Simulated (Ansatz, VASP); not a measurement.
## One calculation of BiOs, two programs

File POSCAR:

```
BiOs
1.0
    0.0000000000      2.7711725952      2.7711725952
    2.7711725952      0.0000000000      2.7711725952
    2.7711725952      2.7711725952      0.0000000000
Os Bi
1 1
Direct
    0.5000000000      0.5000000000      0.5000000000
    0.0000000000      0.0000000000      0.0000000000
```

Contents of INCAR.step1:

```
PREC = Accurate
ENCUT = 520
ISMEAR = 0
SIGMA = 0.05
LREAL = F
LASPH = T
NELM = 80
NBANDS = 18
GGA = PE
ALGO = Normal
EDIFF = 1E-4
LWAVE = T
LCHARG = F
```

Contents of INCAR.step2:

```
PREC = Accurate
ENCUT = 520
EDIFF = 1E-6
ISMEAR = 0
SIGMA = 0.05
LREAL = F
LASPH = T
NELM = 80
ALGO = Normal
ISIF = 2
LWAVE = F
LCHARG = F
METAGGA = R2SCAN
LMIXTAU = T
IVDW = 13
VDW_S6 = 1.0
VDW_S8 = 0.6018749
VDW_A1 = 0.51559235
VDW_A2 = 5.77342911
NBANDS = 18
ISTART = 1
```

File KPOINTS:

```
Automatic mesh
0
Gamma
  10 10 10
```

Input for Ansatz:

```yaml
crystal:
  lattice:
    - [0.0, 2.7711725952, 2.7711725952]
    - [2.7711725952, 0.0, 2.7711725952]
    - [2.7711725952, 2.7711725952, 0.0]
  atoms:
    - { symbol: Os, position: [0.5, 0.5, 0.5] }
    - { symbol: Bi, position: [0.0, 0.0, 0.0] }
basis:
  ecutwfc: 500
  ecutrho_ratio: 4
kpoints:
  mp_grid: { grid: [10, 10, 10] }
hamiltonian:
  xc: r2scan
  dispersion: d4
scf:
  occupations: { method: gaussian, width: 0.05 }
output:
  forces: true
  stress: true
  write_density: true
  write_potential: true
  elf: true
  volumetric_format: npy
```

Alike in both runs: task single point; functional r2SCAN; dispersion D4; k mesh 10 × 10 × 10; occupations gaussian, width 0.05 eV; no spin polarisation.

```csv
,VASP,Ansatz
version,VASP 6.6.1,Ansatz 0.2.0
potentials or method,"VASP PAW PBE potentials, release 64 (Os, Bi_d), cutoff 520 eV","scalar-relativistic, plane waves, PAW"
valence electrons in the cell,23,31
```

|  | VASP | Ansatz | Ansatz less VASP |
| --- | --- | --- | --- |
| gap on the k mesh at the Fermi level (eV) | none | none | - |
| pressure (GPa) | -0.7 | -1.3 | -0.58 |

VASP's potentials were made for PBE, not for r2SCAN. A gap of «none» marks a metal or a gap that the smearing closes. VASP's potentials hold 23 valence electrons a cell and Ansatz's 31, so a difference there can come from the potentials and not from the codes.

Spin-orbit coupling is off throughout.
